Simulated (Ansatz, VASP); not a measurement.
SnSe2 in VASP and in Ansatz

```xyz
6
Lattice="6.4318 0.0000 0.0000 0.0000 6.4318 0.0000 0.0000 0.0000 3.9637" Properties=species:S:1:pos:R:3 pbc="T T T"
Sn    0.0000    0.0000    0.0000
Sn    3.2159    3.2159    1.9818
Se    1.9693    1.9693    0.0000
Se    1.2466    5.1852    1.9818
Se    5.1852    1.2466    1.9818
Se    4.4625    4.4625    0.0000
```

Alike in both runs: task single point; functional r2SCAN; dispersion rVV10; k mesh 4 × 4 × 8; occupations fermi-dirac, width 0.03 eV; no spin polarisation.

|  | VASP | Ansatz |
| --- | --- | --- |
| version | VASP 6.6.1 | Ansatz 0.2.0 |
| potentials or method | VASP PAW PBE potentials, release 64 (Sn_d, Se) | plane waves, PAW |
| plane-wave cutoff (eV) | 550 | 500 |
| valence electrons in the cell | 52 | 92 |

```tsv
	VASP	Ansatz	Ansatz less VASP
pressure (GPa)	0.2	0.1	-0.16
traceless stress, the component that is largest in VASP (GPa)	0.20	0.15	-0.049
rms of the force components (eV/Å)	0.017	0.012	-0.0045
```

VASP's potentials were made for PBE, not for r2SCAN. Atom by atom the forces differ by 0.005 eV/Å (rms over components). VASP's potentials hold 52 valence electrons a cell and Ansatz's 92, so a difference there can come from the potentials and not from the codes.
